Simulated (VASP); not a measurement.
A run of VASP 6.6.1 is set up as follows.

The input INCAR:

```
SYSTEM = Sn
PREC = Accurate
ENCUT = 520
EDIFF = 1E-6
ISMEAR = -1
SIGMA = 0.05
LREAL = .False.
LASPH = .True.
NELM = 100
ALGO = Fast
ISIF = 2
LWAVE = .False.
LCHARG = .False.
GGA = CA
NBANDS = 13
```

KPOINTS

```
regular mesh
0
Gamma
  10 10 10
  0 0 0
```

File POSCAR:

```
Sn
1.0
   -2.0689875426      2.0689875426      1.6933321804
    2.0689875426     -2.0689875426      1.6933321804
    2.0689875426      2.0689875426     -1.6933321804
Sn
1
Direct
    0.0000000000      0.0000000000      0.0000000000
```

Potentials or basis: VASP PAW LDA potentials, release 64 (Sn_d).

Command:

```bash
$ cat potpaw_LDA.64/Sn_d/POTCAR > POTCAR
$ mpirun -np 1 vasp_std > vasp.out
```

(1) Estimate the band gap on the k mesh.

(2) Predict the pressure.

## Answers

(1) zero (band 7 reaches 13.32 eV, above the bottom of band 8 at 5.19 eV).

(2) -5.3 GPa.

Caveat: spin-orbit coupling is left out, which moves the levels of the heavy elements.
